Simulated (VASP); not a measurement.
A run of VASP 6.6.1 is set up as follows.

The input INCAR:

```
PREC     = Accurate       # precision mode
ENCUT    = 600            # plane-wave cutoff, eV
EDIFF    = 1E-6           # SCF threshold, eV
ISMEAR   = -1             # smearing method
SIGMA    = 0.05           # smearing width, eV
LREAL    = F              # projectors in reciprocal space
LASPH    = T              # aspherical terms in the spheres
NELM     = 120            # most SCF steps
ALGO     = Normal         # electronic algorithm
ISIF     = 2              # what is computed and relaxed
LWAVE    = F              # write WAVECAR
LCHARG   = T              # write CHGCAR
GGA      = PE             # functional
LELF     = T              # ELF
LVHAR    = T            
NBANDS   = 36             # bands
GGA_COMPAT= F
```

Contents of KPOINTS:

```
regular mesh
0
Gamma
  6 6 9
```

The input POSCAR:

```
TaN
1.0
    5.1850002000      0.0000000000      0.0000000000
   -2.5925001000      4.4903418900      0.0000000000
    0.0000000000      0.0000000000      2.9080005300
Ta N
3 3
Direct
    0.0000000000      0.0000000000      0.0000000000
    0.3333333333      0.6666666667      0.5000000000
    0.6666666667      0.3333333333      0.5000000000
    0.5000000000      0.0000000000      0.0000000000
    0.5000000000      0.5000000000      0.0000000000
    0.0000000000      0.5000000000      0.0000000000
```

Potentials or basis: VASP PAW PBE potentials, release 64 (Ta_sv_GW, N).

Command:

```bash
$ cat potpaw_PBE.64/Ta_sv_GW/POTCAR potpaw_PBE.64/N/POTCAR > POTCAR
$ mpirun -np 1 vasp_std > vasp.out
```

Question: What does it give for the band gap on the k mesh?

Answer: Zero (band 27 reaches 13.05 eV, above the bottom of band 28 at 11.00 eV).

Question: What does it give for the pressure?

Answer: 10.4 GPa.

Stress tensor (GPa, compression positive):
```
 9.61  0.00  0.00
 0.00  9.61  0.00
 0.00  0.00 11.96
```

Caveat: spin-orbit coupling is left out, which moves the levels of the heavy elements.
